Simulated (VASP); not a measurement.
Set up this calculation in VASP 6.6.1, as the native input.

- Task: single point
- Functional: LDA
- Potentials or basis: VASP PAW LDA potentials, release 64 (Ni)
- Cutoff: 520 eV
- k mesh: 9 × 9 × 9
- Occupations: fermi-dirac, width 0.136057 eV
- Spin: no spin polarisation
- Dipole correction: no
- Further INCAR settings: ALGO = Normal; EDIFF = 1e-06; NBANDS = 17

The structure of Ni lies in POSCAR:

```
Ni
1.0
    0.0000000000      2.4708071035      2.4708071035
    2.4708071035      0.0000000000      2.4708071035
    2.4708071035      2.4708071035      0.0000000000
Ni
2
Direct
    0.0000000000      0.0000000000      0.0000000000
    0.2500000000      0.2500000000      0.2500000000
```

These files were run (other wordings do the same):

INCAR

```
  PREC = Accurate
  ENCUT = 520
  EDIFF = 1E-6
  ISMEAR = -1
  SIGMA = 0.13605693000000002
  LREAL = F
  LASPH = T
  NELM = 60
  ALGO = Normal
  ISIF = 2
  LWAVE = F
  LCHARG = F
  GGA = CA
  NBANDS = 17
```

KPOINTS

```
regular mesh
0
Gamma
  9 9 9
```

Potentials or basis: VASP PAW LDA potentials, release 64 (Ni).

Command:

```sh
$ cat potpaw_LDA.64/Ni/POTCAR > POTCAR
$ mpirun -np 1 vasp_std > vasp.out
```

It gave:

```json
{"Pressure": "-0.3 GPa", "Band gap on the k mesh": "zero (band 10 reaches 5.22 eV, above the bottom of band 11 at 4.91 eV)"}
```

Caveat: the run has no spin polarisation, though such a crystal can be magnetic.

It took 11 s on 1 thread of Intel(R) Xeon(R) Platinum 8488C (Sapphire Rapids), on a shared host, peak memory 0.14 GiB.
